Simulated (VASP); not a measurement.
A run of VASP 6.6.1 is set up as follows.

INCAR

```
ALGO     = Normal         # electronic algorithm
EDIFF    = 1E-6           # SCF threshold, eV
EDIFFG   = -0.01          # ionic threshold
ENCUT    = 600            # plane-wave cutoff, eV
GGA      = CA             # functional
IBRION   = 2              # ionic algorithm
ISIF     = 3              # what is computed and relaxed
ISMEAR   = -1             # smearing method
LASPH    = True           # aspherical terms in the spheres
LCHARG   = False          # write CHGCAR
LREAL    = False          # projectors in reciprocal space
LWAVE    = False          # write WAVECAR
NELM     = 60             # most SCF steps
NSW      = 80             # ionic steps
PREC     = Accurate       # precision mode
SIGMA    = 0.1            # smearing width, eV
```

File KPOINTS:

```
k-points
0
Gamma
  7 7 10
```

The input POSCAR:

```
Sb
1.0
    5.3555937617      0.0000000000      0.0000000000
   -2.6777968808      4.6380802500      0.0000000000
    0.0000000000      0.0000000000      3.2829789759
Sb
3
Direct
    0.0000000000      0.0000000000      0.0000000000
    0.3333333333      0.6666666667      0.5000000000
    0.6666666667      0.3333333333      0.5000000000
```

Potentials or basis: VASP PAW LDA potentials, release 64 (Sb).

The run is started by

```sh
$ cat potpaw_LDA.64/Sb/POTCAR > POTCAR
$ mpirun -np 1 vasp_std > vasp.out
```

Problem. Predict the relaxed cell.

Solution. a = 5.317 Å, b = 5.317 Å, c = 3.171 Å, α = 90.00°, β = 90.00°, γ = 120.00°.

Problem. What does it give for the space group after relaxing (to 0.05 Å)?

Solution. P6/mmm (No. 191).

Problem. Predict the relaxed volume.

Solution. 25.88 Å³/atom.

Final structure:
```cif
data_structure
_symmetry_space_group_name_H-M 'P 1'
_symmetry_Int_Tables_number 1
_cell_length_a 5.3174
_cell_length_b 5.3174
_cell_length_c 3.1713
_cell_angle_alpha 90.000
_cell_angle_beta 90.000
_cell_angle_gamma 120.000
_cell_volume 77.65
loop_
_atom_site_label
_atom_site_type_symbol
_atom_site_fract_x
_atom_site_fract_y
_atom_site_fract_z
_atom_site_occupancy
Sb1 Sb 0.00000 0.00000 0.00000 1
Sb2 Sb 0.33333 0.66667 0.50000 1
Sb3 Sb 0.66667 0.33333 0.50000 1
```
